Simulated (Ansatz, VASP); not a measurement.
Cu in VASP and in Ansatz

```
CELL_PARAMETERS angstrom
-1.45399 1.46431 1.37398
1.44871 -1.46799 1.37231
1.42515 1.43915 -1.37783
ATOMIC_POSITIONS crystal
Cu 0.00000 0.00000 0.00000
```

Alike in both runs: functional LDA; k mesh 8 × 8 × 7; occupations fermi-dirac, width 0.05 eV; no spin polarisation.

```csv
,VASP,Ansatz
version,VASP 6.6.1,Ansatz 0.2.0
potentials or method,"VASP PAW LDA potentials, release 64 (Cu_sv_GW)",Ansatz PAW
plane-wave cutoff (eV),820,420
valence electrons in the cell,19,19
task,single point,projected density of states
```

Ansatz gave:

```
gap on the k mesh at the Fermi level (eV)                     : none
pressure (GPa)                                                : -7.8
traceless stress, the component that is largest in VASP (GPa) : 1.88
```

Task: Estimate VASP's values.

Result: gap on the k mesh at the Fermi level (eV): none; pressure (GPa): -8.6; traceless stress, the component that is largest in VASP (GPa): 1.91.

LDA's correlation is that of Perdew and Zunger in VASP and of Perdew and Wang (1992) in Ansatz. A gap of «none» marks a metal or a gap that the smearing closes.

The k mesh is coarse, so the values compare programs but aren't converged.
